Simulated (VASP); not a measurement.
# C (a cell with a defect) in VASP: a series of runs

C (a cell with a defect) is run at these levels: PBE; tasks: single point.

Everything below comes from runs of VASP 6.6.1. Logs are shortened: lines on timing, memory, paths and dates and some standing lists are left out, and cuts for length are marked.

### Step 1. The cell of the first run

The cell holds a defect, 63 atoms: a = 8.774 Å, b = 8.774 Å, c = 8.774 Å, α = 68.09°, β = 68.09°, γ = 68.09°.

### Step 2. Single point, PBE, collinear spin

The input, INCAR:

```
SYSTEM = C
  ALGO = Normal
  EDIFF = 1E-7
  ENCUT = 520
  GGA = PE
  ISIF = 2
  ISMEAR = 0
  ISPIN = 2
  LASPH = .TRUE.
  LCHARG = .FALSE.
  LORBIT = 11
  LREAL = Auto
  LUSENCCL = .FALSE.
  LWAVE = .FALSE.
  MAGMOM = 0 0.5 0 0.5 0 0 0 0 0 0 0 0 0.5 0 0 0 0 0.5 0.5 0 0 0 0 0 0.5 0 0 0 0 0 0 0 0.5 0.5 0.5 0 0 0 0 0 0 0 0 0 0 0 0 0 0 0 0 0 0 0 0 0 0 0 0 0 0 0 0
  NBANDS = 167
  NELM = 150
  PREC = Accurate
  SIGMA = 0.05
```

The input, KPOINTS:

```
k-points
0
G
  3 3 3
  0 0 0
```

The input, POSCAR:

```
C
1.0
   -4.9121150000     -2.8360110000      6.6940230000
    4.9121150000     -2.8360110000      6.6940230000
    0.0000000000      5.6720220000      6.6940230000
C
63
Direct
    0.4165689866      0.1680536501      0.1664098747
    0.6803186006      0.4023390736      0.1660210345
    0.9163378070      0.6678801803      0.1662062059
    0.6640514872      0.1619558893      0.4216710083
    0.9160289547      0.4175475759      0.4159086582
    0.9162446888      0.1677564455      0.6661676747
    0.1661013099      0.4176154229      0.1660069817
    0.4167751340      0.6658558974      0.1662792572
    0.6668776286      0.9183888991      0.1667303350
    0.1661711902      0.1676758198      0.4160461942
    0.4200663523      0.4152685084      0.4131709279
    0.6664312505      0.6679466756      0.4162872969
    0.9128015879      0.9129916659      0.4215771035
    0.4142962068      0.1658548450      0.6681152036
    0.6663046958      0.4177840352      0.6661529599
    0.9166606522      0.6631627489      0.6679941630
    0.6666640569      0.1681695355      0.9165319274
    0.9214014343      0.4120171196      0.9149032671
    0.1533128015      0.9294433663      0.1660396904
    0.1661408946      0.6690013524      0.4131019257
    0.4165615308      0.9180716644      0.4164154073
    0.1690013514      0.4180159413      0.6611315653
    0.4163803339      0.6678946830      0.6662770597
    0.6636348685      0.9126676435      0.6713250589
    0.1632129416      0.1704621223      0.9149983205
    0.4163657864      0.4178702901      0.9162831190
    0.6673825914      0.6621162058      0.9188638639
    0.9165782968      0.9180967174      0.9164541871
    0.1663312241      0.9178765102      0.6662142448
    0.1662893822      0.6678139744      0.9162149366
    0.4132015432      0.9164785223      0.9189423105
    0.5834093700      0.0849455478      0.0832429526
    0.8520120923      0.3186762608      0.0776648395
    0.8243052014      0.0733873865      0.3489962448
    0.0697599844      0.1011605773      0.0776991256
    0.3329151126      0.3344671054      0.0828065419
    0.5883516567      0.5756388941      0.0846173656
    0.8332906539      0.8348034488      0.0831117637
    0.3330416074      0.0845797342      0.3328962292
    0.5863332488      0.3290836796      0.3328880650
    0.8328503967      0.5843621622      0.3326896395
    0.5799418590      0.0793199692      0.5883751082
    0.8327512833      0.3342779965      0.5825943752
    0.8331450679      0.0846689573      0.8329786281
    0.0828211896      0.5843217226      0.0826862749
    0.3266039911      0.8374451828      0.0846486257
    0.0825278383      0.3340533117      0.3323788109
    0.3340662234      0.5831045080      0.3313162102
    0.5832557055      0.8347794981      0.3330769798
    0.0828378908      0.0843588640      0.5826780956
    0.3356538298      0.3324084897      0.5800276439
    0.5829742518      0.5844740994      0.5827827496
    0.8301650587      0.8288555610      0.5882645082
    0.3305294446      0.0831077626      0.8347661724
    0.5830387610      0.3345393503      0.8329048182
    0.8339348809      0.5793669357      0.8346580897
    0.0799527597      0.8352685913      0.3327783759
    0.0832393711      0.5845702247      0.5799500129
    0.3330244768      0.8345738513      0.5828588817
    0.0872004220      0.3362045456      0.8247577345
    0.3329226155      0.5844483364      0.8328189544
    0.5806926486      0.8297188017      0.8375601262
    0.0829614195      0.8345101578      0.8328520444
```

Potentials or basis: VASP PAW PBE potentials, release 64 (C).

Run with:

```bash
> cat potpaw_PBE.64/C/POTCAR > POTCAR
> mpirun -np 1 vasp_std > vasp.out
```

OUTCAR:

```text
SYSTEM = C
   EDIFF = 1E-7
   ENCUT = 520
   GGA = PE
   ISIF = 2
   ISMEAR = 0
   ISPIN = 2
   LASPH = .TRUE.
   LORBIT = 11
   LREAL = Auto
   NELM = 150
   PREC = Accurate

 ion  position               nearest neighbor table
   1  0.417  0.168  0.166-  32 1.42  39 1.42  36 1.42
   2  0.680  0.402  0.166-  40 1.42  33 1.46  37 1.48
   3  0.916  0.668  0.166-  41 1.42  38 1.42  45 1.42
   4  0.664  0.162  0.422-  34 1.37  42 1.42  40 1.42
   5  0.916  0.418  0.416-  43 1.42  47 1.42  41 1.42
   6  0.916  0.168  0.666-  44 1.42  50 1.42  43 1.42
[... 55 lines left out ...]
  62  0.581  0.830  0.838-  24 1.41  31 1.43  27 1.43
  63  0.083  0.835  0.833-  28 1.42  29 1.42  30 1.42

  LATTYP: Found a trigonal (rhomboedric) cell.
 ALAT       =     8.7739260023
 COS(alpha) =     0.3731276198

  Lattice vectors:

 A1 = (  -4.9121150000,  -2.8360110000,   6.6940230000)
 A2 = (   4.9121150000,  -2.8360110000,   6.6940230000)
 A3 = (   0.0000000000,   5.6720220000,   6.6940230000)

Analysis of symmetry for initial positions (statically):
=====================================================================
 Subroutine PRICEL returns:
 Original cell was already a primitive cell.

 Routine SETGRP: Setting up the symmetry group for a
 trigonal (rhombohedral) supercell.

 Subroutine GETGRP returns: Found  1 space group operations
 (whereof  1 operations were pure point group operations)
 out of a pool of 12 trial point group operations.

The static configuration has the point symmetry C_1 .

Analysis of symmetry for dynamics (positions and initial velocities):
=====================================================================
 Subroutine PRICEL returns:
 Original cell was already a primitive cell.

 Routine SETGRP: Setting up the symmetry group for a
 trigonal (rhombohedral) supercell.

 Subroutine GETGRP returns: Found  1 space group operations
 (whereof  1 operations were pure point group operations)
 out of a pool of 12 trial point group operations.

The dynamic configuration has the point symmetry C_1 .

Analysis of structural, dynamic, and magnetic symmetry:
=====================================================================
 Subroutine PRICEL returns:
 Original cell was already a primitive cell.

 Routine SETGRP: Setting up the symmetry group for a
 trigonal (rhombohedral) supercell.

 Subroutine GETGRP returns: Found  1 space group operations
 (whereof  1 operations were pure point group operations)
 out of a pool of 12 trial point group operations.

The overall configuration has the point symmetry C_1 .

 Subroutine INISYM returns: Found  1 space group operations
 (whereof  1 operations are pure point group operations),
 and found     1 'primitive' translations

----------------------------------------------------------------------------------------

                                     Primitive cell

  volume of cell :     559.5191

  direct lattice vectors                    reciprocal lattice vectors
    -4.912115000 -2.836011000  6.694023000    -0.101789148 -0.058767990  0.049795666
     4.912115000 -2.836011000  6.694023000     0.101789148 -0.058767990  0.049795666
     0.000000000  5.672022000  6.694023000     0.000000000  0.117535980  0.049795666

  length of vectors
     8.773925922  8.773925922  8.773926002     0.127649190  0.127649190  0.127649187

  position of ions in fractional coordinates (direct lattice)
     0.416568987  0.168053650  0.166409875
     0.680318601  0.402339074  0.166021034
     0.916337807  0.667880180  0.166206206
     0.664051487  0.161955889  0.421671008
     0.916028955  0.417547576  0.415908658
     0.916244689  0.167756445  0.666167675
[... 177 lines left out ...]
   ICHARG =      2    charge: 1-file 2-atom 10-const
   ISPIN  =      2    spin polarized calculation?
   LNONCOLLINEAR =      F non collinear calculations
   LSORBIT =      F    spin-orbit coupling
   LASPH  =      T    aspherical Exc in radial PAW
   ENCUT  =  520.0 eV  38.22 Ry    6.18 a.u.  16.31 16.31 16.31*2*pi/ulx,y,z
   NELM   =    150;   NELMIN=  2; NELMDL= -5     # of ELM steps
   EDIFF  = 0.1E-06   stopping-criterion for ELM
   LREAL  =      T    real-space projection
   EDIFFG = 0.1E-05   stopping-criterion for IOM
   NSW    =      0    number of steps for IOM
   IBRION =     -1    ionic relax: 0-MD 1-quasi-New 2-CG
   NFREE  =      0    steps in history (QN), initial steepest desc. (CG)
   ISIF   =      2    stress and relaxation
   ISYM   =      2    0-nonsym 1-usesym 2-fastsym
   POTIM  = 0.5000    time-step for ionic-motion
   TEBEG  =    0.0;   TEEND  =   0.0 temperature during run
   PSTRESS=    0.0 pullay stress
   NELECT =     252.0000    total number of electrons
   NUPDOWN=      -1.0000    fix difference up-down
   EMIN   =  10.00;   EMAX   =-10.00  energy-range for DOS
   EFERMI =   0.00;   METHOD = LEGACY
   ISMEAR =     0;   SIGMA  =   0.05  broadening in eV -4-tet -1-fermi 0-gaus
   EFERMI_NEDOS =   21; number of points for ismear=-14 and -15
   IALGO  =     38    algorithm
   IMIX   =      4    mixing-type and parameters
     AMIX     =   0.40;   BMIX     =  1.00
     AMIX_MAG =   1.60;   BMIX_MAG =  1.00
  volume/ion in A,a.u.               =       8.88        59.93
  Fermi-wavevector in a.u.,A,eV,Ry     =   1.254883  2.371386 21.425535  1.574732
  Thomas-Fermi vector in A             =   2.388667
   LORBIT       =     11    0 simple, 1 ext, 2 COOP (PROOUT), +10 PAW based schemes
   GGA     = PE    functional components
   LHFCALC =     F    Hartree Fock is set to
   AEXX    =    0.0000 exact exchange contribution
   IVDW    =     0    specifies the selected vdW correction
   LEPSILON=     F    determine dielectric tensor
   LRPA    =     F    only Hartree local field effects (RPA)
 spin polarized calculation
 Gauss-broadening in eV      SIGMA  =   0.05
  energy-cutoff  :      520.00
  volume of cell :      559.52
 maximum number of plane-waves:     15079
 NGX is ok and might be reduce to    70
   NGX = 33   NGY = 33   NGZ = 33

 number of electron     251.9999997 magnetization       1.5732262

 Free energy of the ion-electron system (eV)
  ---------------------------------------------------
  ext. energy  EPLUGINS =         0.00000000
  ---------------------------------------------------
  free energy    TOTEN  =      -572.46711878 eV

  energy without entropy =     -572.46285295  energy(sigma->0) =     -572.46498586

 E-fermi :   4.4200     XC(G=0): -10.3043

 val. band max:        4.3901578947   @ k =   0.0000   0.0000   0.0000
 cond. band min:       4.4478635146   @ k =   0.0000   0.0000   0.3333
 fundamental gap:      0.0577056199
 Fermi energy:         4.4200047022

 spin component 1

 k-point     1 :       0.0000    0.0000    0.0000
  band No.  band energies     occupation
      1     -15.1044      1.00000
      2     -14.7440      1.00000
      3     -13.6183      1.00000
      4     -13.6002      1.00000
      5     -13.5822      1.00000
      6     -13.5728      1.00000
[... 1963 lines left out ...]
    137       6.9873      0.00000
    138       7.0201      0.00000
 Fermi energy:         4.4200047022

 spin component 2

 k-point     1 :       0.0000    0.0000    0.0000
  band No.  band energies     occupation
      1     -15.0951      1.00000
      2     -14.7099      1.00000
      3     -13.5908      1.00000
      4     -13.5905      1.00000
      5     -13.5763      1.00000
      6     -13.5702      1.00000
[... 1963 lines left out ...]
    137       7.0480      0.00000
    138       7.0534      0.00000
 [bands above 138 left out]

------------------------ aborting loop because EDIFF is reached ----------------------------------------

  FORCE on cell =-STRESS in cart. coord.  units (eV):
  Direction    XX          YY          ZZ          XY          YZ          ZX
  --------------------------------------------------------------------------------------
  -------------------------------------------------------------------------------------
  Total       -5.1591912     27.4904771     11.9807086     -0.0043085     -0.0370147      0.0106259
  in kB      -14.7732932     78.7187106     34.3066413     -0.0123374     -0.1059913      0.0304271
  external PRESSURE =      32.7506862 kB  Pullay stress =       0.0000000 kB

 VOLUME and BASIS-vectors are now :
 -----------------------------------------------------------------------------
  energy-cutoff  :      520.00
  volume of cell :      559.52
      direct lattice vectors                 reciprocal lattice vectors
    -4.912115000 -2.836011000  6.694023000    -0.101789148 -0.058767990  0.049795666
     4.912115000 -2.836011000  6.694023000     0.101789148 -0.058767990  0.049795666
     0.000000000  5.672022000  6.694023000     0.000000000  0.117535980  0.049795666

 POSITION                                       TOTAL-FORCE (eV/Angst)
 -----------------------------------------------------------------------------------
     -1.22074     -0.71412      5.02743         0.006795     -0.000370     -0.002119
     -1.36547     -2.12875      8.35868        -0.013171     -0.001953      0.001864
     -1.22045     -3.55013     11.71738         0.001576     -0.001965      0.002098
     -2.46635      0.04916      8.35199        -0.000820     -0.010317     -0.003077
     -2.44860     -1.42299     11.71109         0.004669     -0.003067     -0.006049
     -3.67666      0.70428     11.71567         0.001254     -0.003038      0.002472
[... 55 lines left out ...]
      1.22325      0.75072     15.04797        -0.004424     -0.003228      0.003993
      3.69169      2.12200     11.71671        -0.005548     -0.010745      0.001383
 -----------------------------------------------------------------------------------
    total drift:                               -0.030246     -0.014260      0.031758

  FREE ENERGIE OF THE ION-ELECTRON SYSTEM (eV)
  ---------------------------------------------------
  free  energy   TOTEN  =      -572.4671187785 eV

  energy  without entropy=     -572.4628529482  energy(sigma->0) =     -572.46498586

 total charge

# of ion       s       p       d       tot
------------------------------------------
    1        0.866   1.799   0.000   2.665
    2        0.847   1.717   0.000   2.564
    3        0.866   1.799   0.000   2.665
    4        0.874   1.822   0.000   2.696
    5        0.866   1.799   0.000   2.665
    6        0.866   1.799   0.000   2.665
[... 55 lines left out ...]
   62        0.864   1.788   0.000   2.652
   63        0.867   1.797   0.000   2.663
--------------------------------------------------
tot         54.520 112.432   0.000 166.952

 magnetization (x)

# of ion       s       p       d       tot
------------------------------------------
    1       -0.000  -0.001   0.000  -0.001
    2       -0.002  -0.012   0.000  -0.014
    3       -0.000  -0.001   0.000  -0.001
    4        0.000  -0.013   0.000  -0.013
    5       -0.000  -0.001   0.000  -0.001
    6       -0.000  -0.001   0.000  -0.002
[... 55 lines left out ...]
   62        0.002   0.025   0.000   0.027
   63        0.000   0.002   0.000   0.002
--------------------------------------------------
tot          0.129   0.817   0.000   0.946
```

It took 8.8 min on 1 × NVIDIA H100 80GB with 1 thread of AMD EPYC 7R13 (Zen 3), shared host; peak memory 2.6 GiB.

Results:

```
Free energy                                           : -572.4671 eV
Pressure                                              : 3.3 GPa
Largest force                                         : 0.066 eV/Å
Net moment                                            : 1.57 μB per cell
Site moments                                          : C -0.00, -0.01, +0.00, +0.08, +0.52, +0.01, +0.05, +0.04, +0.03, +0.02 (each value once) μB
Valence electrons inside the program's atomic spheres : C 2.67, 2.56, 2.70, 2.60, 2.65, 2.69, 2.68, 2.66, 2.42, 2.57, 2.59 (each value once)
```

Forces in eV/Å, atoms in the order of the input:
```
C    0.007  0.000 -0.002
C   -0.013 -0.002  0.002
C    0.002 -0.002  0.002
C   -0.001 -0.010 -0.003
C    0.005 -0.003 -0.006
C    0.001 -0.003  0.002
C   -0.005  0.003  0.001
C    0.004  0.000 -0.006
C   -0.008  0.004 -0.003
C    0.004  0.000 -0.001
C    0.000  0.005 -0.005
C    0.002 -0.001 -0.001
C   -0.006 -0.029  0.002
C   -0.009 -0.001  0.004
C   -0.005  0.005  0.002
C    0.009  0.005  0.001
C    0.002 -0.002 -0.006
C    0.038 -0.009  0.001
C   -0.004 -0.003 -0.001
C    0.014  0.002  0.006
C    0.005 -0.002 -0.014
C    0.002  0.000 -0.006
C    0.003 -0.001  0.000
C    0.006  0.001  0.006
C    0.009 -0.016 -0.006
C    0.003 -0.001 -0.008
C    0.003 -0.007 -0.004
C    0.005 -0.002 -0.012
C   -0.005  0.004  0.000
C    0.003  0.001  0.004
C   -0.001 -0.005 -0.009
C    0.000 -0.001  0.002
C   -0.060  0.026 -0.001
C   -0.012 -0.023  0.007
C    0.054  0.035 -0.009
C    0.004  0.011  0.001
C    0.001  0.016 -0.007
C    0.006  0.008 -0.001
C   -0.002  0.001 -0.005
C    0.013  0.000 -0.005
C   -0.004  0.003  0.000
C    0.004 -0.001  0.003
C    0.005  0.010  0.006
C   -0.003  0.003 -0.005
C   -0.003  0.001  0.012
C   -0.006  0.012  0.007
C   -0.008 -0.008  0.000
C    0.004 -0.004  0.001
C   -0.005 -0.009 -0.004
C   -0.004  0.001  0.012
C    0.000  0.006  0.002
C   -0.003  0.002  0.011
C   -0.003  0.008  0.003
C   -0.006  0.001 -0.001
C   -0.006 -0.011  0.000
C    0.003 -0.002  0.004
C   -0.005 -0.002  0.005
C   -0.010 -0.013  0.010
C    0.005  0.007 -0.002
C   -0.012  0.006  0.010
C   -0.003  0.001 -0.001
C   -0.004 -0.003  0.004
C   -0.006 -0.011  0.001
```

Stress tensor (GPa, compression positive):
```
-1.48  0.00  0.00
 0.00  7.87 -0.01
 0.00 -0.01  3.43
```

(Continued in part 2 of 2.)
